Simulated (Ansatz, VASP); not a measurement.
One calculation of NbSnTe4, two programs

```
CELL_PARAMETERS angstrom
5.39768 0.00000 0.00000
-2.69884 4.67453 0.00000
0.00000 0.00000 6.38635
ATOMIC_POSITIONS crystal
Nb 0.00000 0.00000 0.50000
Sn 0.00000 0.00000 0.00000
Te 0.33333 0.66667 0.73269
Te 0.33333 0.66667 0.26731
Te 0.66667 0.33333 0.73269
Te 0.66667 0.33333 0.26731
```

Change from the starting cell: species swapped into the TiB4Mo type (P6/mmm, No. 191).

Alike in both runs: functional PBE; k mesh 6 × 6 × 4; occupations gaussian, width 0.1 eV; no spin polarisation.

Ansatz relaxed the structure, and its values are those at the end. VASP's run is a single point on that final structure, the one shown.

```csv
,VASP,Ansatz
version,VASP 6.6.1,Ansatz 0.2.0
potentials or method,"VASP PAW PBE potentials, release 64 (Nb_sv, Sn_d, Te), cutoff 520 eV","scalar-relativistic, plane waves, PAW"
valence electrons in the cell,51,91
```

```csv
,VASP,Ansatz,Ansatz less VASP
gap on the k mesh at the Fermi level (eV),none,none,-
pressure (GPa),0.0,0.1,+0.04
rms of the force components (eV/Å),0.011,0.012,+0.0013
```

A gap of «none» marks a metal or a gap that the smearing closes. VASP's potentials hold 51 valence electrons a cell and Ansatz's 91, so a difference there can come from the potentials and not from the codes.

Neither program's run includes spin-orbit coupling.
